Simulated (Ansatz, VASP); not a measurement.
## MoS2 in VASP and in Ansatz

Contents of INCAR:

```
SYSTEM = MoS2
PREC     = Accurate       ! precision mode
ENCUT    = 520            ! plane-wave cutoff, eV
EDIFF    = 1E-6           ! SCF threshold, eV
ISMEAR   = -1             ! smearing method
SIGMA    = 0.05           ! smearing width, eV
LREAL    = .FALSE.        ! projectors in reciprocal space
LASPH    = .TRUE.         ! aspherical terms in the spheres
NELM     = 60             ! most SCF steps
ALGO     = Normal         ! electronic algorithm
ISIF     = 2              ! what is computed and relaxed
LWAVE    = .FALSE.        ! write WAVECAR
LCHARG   = .FALSE.        ! write CHGCAR
GGA      = PS             ! functional
NBANDS   = 20             ! bands
```

File KPOINTS:

```
regular mesh
0
G
  10 10 10
  0 0 0
```

POSCAR

```
MoS2
1.0
    1.6165961300      0.9333422108      6.2349290104
   -1.6165961300      0.9333422108      6.2349290104
    0.0000000000     -1.8666844216      6.2349290104
Mo S
1 2
Direct
    0.0000000000      0.0000000000      0.0000000000
    0.2500000000      0.2500000000      0.2500000000
    0.7500000000      0.7500000000      0.7500000000
```

input.yaml

```yaml
crystal:
  lattice:
    - [1.61659613, 0.9333422108, 6.2349290104]
    - [-1.61659613, 0.9333422108, 6.2349290104]
    - [0.0, -1.8666844216, 6.2349290104]
  atoms:
    - { symbol: Mo, position: [0.0, 0.0, 0.0] }
    - { symbol: S, position: [0.25, 0.25, 0.25] }
    - { symbol: S, position: [0.75, 0.75, 0.75] }
kpoints:
  mp_grid: { grid: [10, 10, 10] }
scf:
  occupations: { method: fermi_dirac, width: 0.05 }
hamiltonian:
  xc: pbesol
  pseudopotentials: { kind: all_electron, lapw: { basis_error: 0.001 } }
output:
  forces: true
  stress: true
  eigenvalues: true
```

Change from the starting cell: volume scaled by 1.06.

Alike in both runs: task single point; functional PBEsol; k mesh 10 × 10 × 10; occupations fermi-dirac, width 0.05 eV; no spin polarisation.

|  | VASP | Ansatz |
| --- | --- | --- |
| version | VASP 6.6.1 | Ansatz 0.2.0 |
| potentials or method | VASP PAW PBE potentials, release 64 (Mo_sv, S), cutoff 520 eV | all-electron LAPW, scalar-relativistic |

|  | VASP | Ansatz | Ansatz less VASP |
| --- | --- | --- | --- |
| gap on the k mesh at the Fermi level (eV) | none | none | - |
| pressure (GPa) | -5.2 | -5.2 | +0.01 |
| traceless stress, the component that is largest in VASP (GPa) | 2.52 | 2.50 | -0.027 |
| rms of the force components (eV/Å) | 0.094 | 0.097 | +0.0030 |

VASP's potentials were made for PBE, not for PBEsol. Atom by atom the forces differ by 0.003 eV/Å (rms over components). A gap of «none» marks a metal or a gap that the smearing closes. Ansatz ran all-electron here, and VASP with PAW potentials.
